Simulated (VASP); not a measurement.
Te, 3 atoms in the cell. The typed cell holds 3 atoms: a = 3.606 Å, b = 3.606 Å, c = 6.240 Å, α = 90.00°, β = 90.00°, γ = 120.00°. 

- Program: VASP 6.6.1
- Task: relaxation of cell and atoms
- Functional: PBE
- Potentials or basis: VASP PAW PBE potentials, release 64 (Te)
- Cutoff: 600 eV
- k mesh: 12 × 12 × 8
- Occupations: gaussian, width 0.1 eV
- Spin: no spin polarisation
- Target pressure: 30 GPa
- Dipole correction: no
- Further INCAR settings: ALGO = Fast; EDIFF = 1e-06; IBRION = 2; EDIFFG = -0.008; NSW = 70; ISIF = 3

Potentials or basis: VASP PAW PBE potentials, release 64 (Te).

Launch:

```bash
$ cat potpaw_PBE.64/Te/POTCAR > POTCAR
$ mpirun -np 1 vasp_std > vasp.out
```

Hardware: 1 thread of Oxide Virtual Turin-like Processor (shared host).

Task: Estimate the wall time of this run.

Result: It took 25 min on 1 thread of Oxide Virtual Turin-like Processor, with other jobs on the host, peak memory 0.29 GiB. Counts: scf iterations 192, k points 131, ion steps 22.
